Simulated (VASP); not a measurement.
# SiC (P1) in VASP: single point with PBE

Aim: the single point of SiC with PBE.

All numbers are computed with VASP 6.6.1; they aren't measurements. Logs are shortened: lines on timing, memory, paths and dates and some standing lists are left out, and cuts for length are marked.

### Step 1. The cell of the first run

The typed cell holds 2 atoms: a = 3.082 Å, b = 3.082 Å, c = 3.082 Å, α = 60.00°, β = 60.00°, γ = 60.00°.

### Step 2. Single point, PBE

File INCAR:

```
PREC = Accurate
ENCUT = 520
EDIFF = 1E-7
ISMEAR = 0
SIGMA = 0.05
LREAL = False
LASPH = True
NELM = 80
ALGO = Normal
ISIF = 2
LWAVE = False
LCHARG = False
GGA = PE
NBANDS = 11
```

File KPOINTS:

```
regular mesh
0
Gamma
  14 14 14
```

File POSCAR:

```
SiC
1.0
    0.0000000000      2.1790000000      2.1790000000
    2.1790000000      0.0000000000      2.1790000000
    2.1790000000      2.1790000000      0.0000000000
Si C
1 1
Direct
    0.0000000000      0.0000000000      0.0000000000
    0.2147745247      0.3018685963      0.2599693437
```

Potentials or basis: VASP PAW PBE potentials, release 64 (Si, C).

Launch:

```bash
cat potpaw_PBE.64/Si/POTCAR potpaw_PBE.64/C/POTCAR > POTCAR
mpirun -np 1 vasp_std > vasp.out
```

OUTCAR:

```text
PREC = Accurate
   ENCUT = 520
   EDIFF = 1E-7
   ISMEAR = 0
   LREAL = False
   LASPH = True
   NELM = 80
   ISIF = 2
   GGA = PE

 ion  position               nearest neighbor table
   1  0.000  0.000  0.000-   2 1.76   2 1.87   2 1.96   2 1.98
   2  0.215  0.302  0.260-   1 1.76   1 1.87   1 1.96   1 1.98

  LATTYP: Found a face centered cubic cell.
 ALAT       =     4.3580000000

  Lattice vectors:

 A1 = (   0.0000000000,   2.1790000000,   2.1790000000)
 A2 = (   2.1790000000,   0.0000000000,   2.1790000000)
 A3 = (   2.1790000000,   2.1790000000,   0.0000000000)

Analysis of symmetry for initial positions (statically):
=====================================================================
 Subroutine PRICEL returns:
 Original cell was already a primitive cell.

 Routine SETGRP: Setting up the symmetry group for a
 face centered cubic supercell.

 Subroutine GETGRP returns: Found  1 space group operations
 (whereof  1 operations were pure point group operations)
 out of a pool of 48 trial point group operations.

The static configuration has the point symmetry C_1 .

Analysis of symmetry for dynamics (positions and initial velocities):
=====================================================================
 Subroutine PRICEL returns:
 Original cell was already a primitive cell.

 Routine SETGRP: Setting up the symmetry group for a
 face centered cubic supercell.

 Subroutine GETGRP returns: Found  1 space group operations
 (whereof  1 operations were pure point group operations)
 out of a pool of 48 trial point group operations.

The dynamic configuration has the point symmetry C_1 .

 Subroutine INISYM returns: Found  1 space group operations
 (whereof  1 operations are pure point group operations),
 and found     1 'primitive' translations

----------------------------------------------------------------------------------------

                                     Primitive cell

  volume of cell :      20.6920

  direct lattice vectors                    reciprocal lattice vectors
     0.000000000  2.179000000  2.179000000    -0.229463056  0.229463056  0.229463056
     2.179000000  0.000000000  2.179000000     0.229463056 -0.229463056  0.229463056
     2.179000000  2.179000000  0.000000000     0.229463056  0.229463056 -0.229463056

  length of vectors
     3.081571352  3.081571352  3.081571352     0.397441672  0.397441672  0.397441672

  position of ions in fractional coordinates (direct lattice)
     0.000000000  0.000000000  0.000000000
     0.214774525  0.301868596  0.259969344

  ion indices of the primitive-cell ions
   primitive index   ion index
                 1           1
                 2           2

----------------------------------------------------------------------------------------

 KPOINTS: regular mesh

Automatic generation of k-mesh.
 Grid dimensions read from file:
 generate k-points for:   14   14   14

 Generating k-lattice:

  Cartesian coordinates                     Fractional coordinates (reciprocal lattice)
    -0.016390218  0.016390218  0.016390218     0.071428571  0.000000000  0.000000000
     0.016390218 -0.016390218  0.016390218     0.000000000  0.071428571  0.000000000
     0.016390218  0.016390218 -0.016390218     0.000000000  0.000000000  0.071428571

  Length of vectors
     0.028388691  0.028388691  0.028388691

  Shift w.r.t. Gamma in fractional coordinates (k-lattice)
     0.000000000  0.000000000  0.000000000

 Subroutine IBZKPT returns following result:
 ===========================================

 Found   1376 irreducible k-points:

 Following reciprocal coordinates:
            Coordinates               Weight
  0.000000  0.000000  0.000000      1.000000
  0.071429  0.000000  0.000000      2.000000
  0.000000  0.071429  0.000000      2.000000
  0.000000  0.000000  0.071429      2.000000
  0.071429  0.071429  0.071429      2.000000
  0.142857  0.000000  0.000000      2.000000
[... 16 lines left out ...]
  0.000000  0.428571  0.000000      2.000000
  0.000000  0.000000  0.428571      2.000000
 [... further k-points ...]
   k-points           NKPTS =   1376   k-points in BZ     NKDIM =   1376   number of bands    NBANDS=     11
   number of dos      NEDOS =    301   number of ions     NIONS =      2
   total plane-waves  NPLWV =  13824
   dimension x,y,z NGX =    24 NGY =   24 NGZ =   24
   dimension x,y,z NGXF=    48 NGYF=   48 NGZF=   48
   ions per type =               1   1
   NGX,Y,Z   is equivalent  to a cutoff of  12.95, 12.95, 12.95 a.u.
   NGXF,Y,Z  is equivalent  to a cutoff of  25.90, 25.90, 25.90 a.u.
 SYSTEM =  unknown system
   PREC   = accura    normal or accurate (medium, high low for compatibility)
   ISTART =      0    job   : 0-new  1-cont  2-samecut
   ICHARG =      2    charge: 1-file 2-atom 10-const
   ISPIN  =      1    spin polarized calculation?
   LNONCOLLINEAR =      F non collinear calculations
   LSORBIT =      F    spin-orbit coupling
   LASPH  =      T    aspherical Exc in radial PAW
   ENCUT  =  520.0 eV  38.22 Ry    6.18 a.u.   5.73  5.73  5.73*2*pi/ulx,y,z
   NELM   =     80;   NELMIN=  2; NELMDL= -5     # of ELM steps
   EDIFF  = 0.1E-06   stopping-criterion for ELM
   LREAL  =      F    real-space projection
   EDIFFG = 0.1E-05   stopping-criterion for IOM
   NSW    =      0    number of steps for IOM
   IBRION =     -1    ionic relax: 0-MD 1-quasi-New 2-CG
   NFREE  =      0    steps in history (QN), initial steepest desc. (CG)
   ISIF   =      2    stress and relaxation
   ISYM   =      2    0-nonsym 1-usesym 2-fastsym
   POTIM  = 0.5000    time-step for ionic-motion
   TEBEG  =    0.0;   TEEND  =   0.0 temperature during run
   PSTRESS=    0.0 pullay stress
   NELECT =       8.0000    total number of electrons
   NUPDOWN=      -1.0000    fix difference up-down
   EMIN   =  10.00;   EMAX   =-10.00  energy-range for DOS
   EFERMI =   0.00;   METHOD = LEGACY
   ISMEAR =     0;   SIGMA  =   0.05  broadening in eV -4-tet -1-fermi 0-gaus
   EFERMI_NEDOS =   21; number of points for ismear=-14 and -15
   IALGO  =     38    algorithm
   IMIX   =      4    mixing-type and parameters
     AMIX     =   0.40;   BMIX     =  1.00
     AMIX_MAG =   1.60;   BMIX_MAG =  1.00
  volume/ion in A,a.u.               =      10.35        69.82
  Fermi-wavevector in a.u.,A,eV,Ry     =   1.192626  2.253736 19.352338  1.422357
  Thomas-Fermi vector in A             =   2.328660
   LORBIT       =      0    0 simple, 1 ext, 2 COOP (PROOUT), +10 PAW based schemes
   GGA     = PE    functional components
   LHFCALC =     F    Hartree Fock is set to
   AEXX    =    0.0000 exact exchange contribution
   IVDW    =     0    specifies the selected vdW correction
   LEPSILON=     F    determine dielectric tensor
   LRPA    =     F    only Hartree local field effects (RPA)
 non-spin polarized calculation
 Gauss-broadening in eV      SIGMA  =   0.05
  energy-cutoff  :      520.00
  volume of cell :       20.69
 maximum number of plane-waves:       568
   NGX = 11   NGY = 11   NGZ = 11

 number of electron       8.0000000 magnetization

 Free energy of the ion-electron system (eV)
  ---------------------------------------------------
  ext. energy  EPLUGINS =         0.00000000
  ---------------------------------------------------
  free energy    TOTEN  =       -14.82292787 eV

  energy without entropy =      -14.82292787  energy(sigma->0) =      -14.82292787

 E-fermi :   8.9644     XC(G=0): -11.3564

 val. band max:        8.6760501905   @ k =   0.0000   0.0000   0.0000
 cond. band min:       9.3951839444   @ k =   0.5000   0.5000   0.0000
 fundamental gap:      0.7191337539
 Fermi energy:         8.9643999755

 k-point     1 :       0.0000    0.0000    0.0000
  band No.  band energies     occupation
      1      -7.3141      2.00000
      2       7.2952      2.00000
      3       8.2365      2.00000
      4       8.6761      2.00000
      5      14.2373      0.00000
      6      15.2046      0.00000
      7      15.3238      0.00000
      8      15.8285      0.00000
      9      22.5655      0.00000
     10      22.5678      0.00000
     11      24.4812      0.00000

 k-point     2 :       0.0714    0.0000    0.0000
  band No.  band energies     occupation
      1      -7.2153      2.00000
      2       7.2003      2.00000
      3       7.9294      2.00000
      4       8.3617      2.00000
      5      14.4931      0.00000
      6      15.2045      0.00000
      7      15.4550      0.00000
      8      15.9949      0.00000
      9      22.0606      0.00000
     10      22.0900      0.00000
     11      24.2876      0.00000

 k-point     3 :       0.0000    0.0714    0.0000
  band No.  band energies     occupation
      1      -7.2133      2.00000
      2       6.8448      2.00000
      3       8.1380      2.00000
      4       8.5916      2.00000
      5      14.4010      0.00000
      6      15.3561      0.00000
      7      15.4464      0.00000
      8      15.9282      0.00000
      9      21.8147      0.00000
     10      21.9153      0.00000
     11      24.6241      0.00000

 k-point     4 :       0.0000    0.0000    0.0714
  band No.  band energies     occupation
      1      -7.2143      2.00000
      2       7.0283      2.00000
      3       7.9151      2.00000
      4       8.6011      2.00000
      5      14.4245      0.00000
      6      15.2826      0.00000
      7      15.3327      0.00000
      8      16.0920      0.00000
      9      21.9046      0.00000
     10      22.0372      0.00000
     11      24.5181      0.00000
[... 239 lines left out ...]
 k-point    22 :       0.4286    0.0000    0.0000
  band No.  band energies     occupation
      1      -4.2633      2.00000
      2       0.4067      2.00000
      3       6.4597      2.00000
      4       7.4222      2.00000
      5      13.5022      0.00000
      6      14.7426      0.00000
      7      15.8247      0.00000
      8      18.1355      0.00000
      9      23.7440      0.00000
     10      24.3216      0.00000
     11      24.9881      0.00000

 k-point    23 :       0.0000    0.4286    0.0000
  band No.  band energies     occupation
      1      -4.0519      2.00000
      2      -0.2504      2.00000
      3       7.0520      2.00000
      4       7.5352      2.00000
      5      13.5436      0.00000
      6      15.3038      0.00000
      7      15.9800      0.00000
      8      18.0245      0.00000
      9      23.6251      0.00000
     10      24.0057      0.00000
     11      24.2964      0.00000

 k-point    24 :       0.0000    0.0000    0.4286
  band No.  band energies     occupation
      1      -4.1582      2.00000
      2       0.0646      2.00000
      3       6.6374      2.00000
      4       7.6586      2.00000
      5      13.4462      0.00000
      6      14.7770      0.00000
      7      16.1301      0.00000
      8      18.1276      0.00000
      9      23.5467      0.00000
     10      24.2890      0.00000
     11      24.7502      0.00000

 [... further k-points ...]
[... 5 lines left out ...]
  --------------------------------------------------------------------------------------
  -------------------------------------------------------------------------------------
  Total        0.5357191      0.8990493      0.9447642     -0.6148764     -1.2522230      0.6873351
  in kB       41.4806988     69.6133327     73.1530296    -47.6098424    -96.9595469     53.2203104
  external PRESSURE =      61.4156870 kB  Pullay stress =       0.0000000 kB

 VOLUME and BASIS-vectors are now :
 -----------------------------------------------------------------------------
  energy-cutoff  :      520.00
  volume of cell :       20.69
      direct lattice vectors                 reciprocal lattice vectors
     0.000000000  2.179000000  2.179000000    -0.229463056  0.229463056  0.229463056
     2.179000000  0.000000000  2.179000000     0.229463056 -0.229463056  0.229463056
     2.179000000  2.179000000  0.000000000     0.229463056  0.229463056 -0.229463056

 POSITION                                       TOTAL-FORCE (eV/Angst)
 -----------------------------------------------------------------------------------
      0.00000      0.00000      0.00000         2.701164     -1.452919      1.255288
      1.22424      1.03447      1.12577        -2.701164      1.452919     -1.255288
 -----------------------------------------------------------------------------------
    total drift:                               -0.000042     -0.000008     -0.000044

  FREE ENERGIE OF THE ION-ELECTRON SYSTEM (eV)
  ---------------------------------------------------
  free  energy   TOTEN  =       -14.8229278698 eV

  energy  without entropy=      -14.8229278698  energy(sigma->0) =      -14.82292787
```

Wall time 2.2 min (1 thread of AMD EPYC 9R45 (Zen 5), shared host); peak memory 0.36 GiB.

What came out:

| Quantity | Value |
| --- | --- |
| Free energy | -14.8229 eV |
| Pressure | 6.1 GPa |
| Largest force | 3.314 eV/Å |
| Band gap on the k mesh | 0.72 eV (least direct gap 4.20 eV) |

Forces on the atoms (eV/Å):
```
Si   2.701 -1.453  1.255
C   -2.701  1.453 -1.255
```

Caveat: the cell stands under pressure; semilocal functionals underestimate gaps, and a narrow one can read as zero; forces of over 1 eV/Å act on the atoms, so gaps and moduli don't describe the material at rest. PBE gaps usually lie below the measured ones, often by a third to a half.
